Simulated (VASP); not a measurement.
## BN: single point with r2SCAN

BN:

```
B N
1.0
     0.00000    1.81300    1.81300
     1.81300    0.00000    1.81300
     1.81300    1.81300    0.00000
B N
1 1
Cartesian
  0.0000 0.0000 0.0000
  2.7195 2.7195 2.7195
```

* Program: VASP 6.6.1
* Task: single point
* Functional: r2SCAN
* Potentials or basis: VASP PAW PBE potentials, release 64 (B_h, N_h)
* Cutoff: 1460 eV
* k mesh: 8 × 8 × 8
* Occupations: gaussian, width 0.1 eV
* Spin: no spin polarisation
* Dipole correction: no
* Further INCAR settings: ALGO = Normal; EDIFF = 1e-06; NBANDS = 11

| Quantity | Value |
| --- | --- |
| Pressure | -5.6 GPa |
| Band gap on the k mesh | 4.98 eV (least direct gap 9.50 eV) |

Levels at points of the mesh, in eV from the valence-band top:
| k point | band 1 | band 2 | band 3 | band 4 | band 5 | band 6 | band 7 | band 8 | band 9 |
| --- | --- | --- | --- | --- | --- | --- | --- | --- | --- |
| (0.00, 0.00, 0.00) | -21.18 | 0.00 | 0.00 | 0.00 | 9.50 | 9.50 | 9.50 | 10.91 | 25.96 |
| (0.50, 0.00, 0.00) | -16.93 | -10.99 | -1.99 | -1.99 | 10.66 | 11.44 | 11.44 | 16.31 | 24.75 |
| (0.50, 0.50, 0.00) | -15.52 | -9.25 | -5.04 | -5.04 | 4.98 | 9.76 | 19.14 | 19.14 | 22.03 |

It took 32 s on 1 thread of Intel(R) Xeon(R) Platinum 8488C (Sapphire Rapids) (shared host), peak memory 0.18 GiB.

Caveat: the cell stands under tension; the PAW data sets were made with another functional, which shifts forces and pressure a little. A k mesh can miss the band edges.
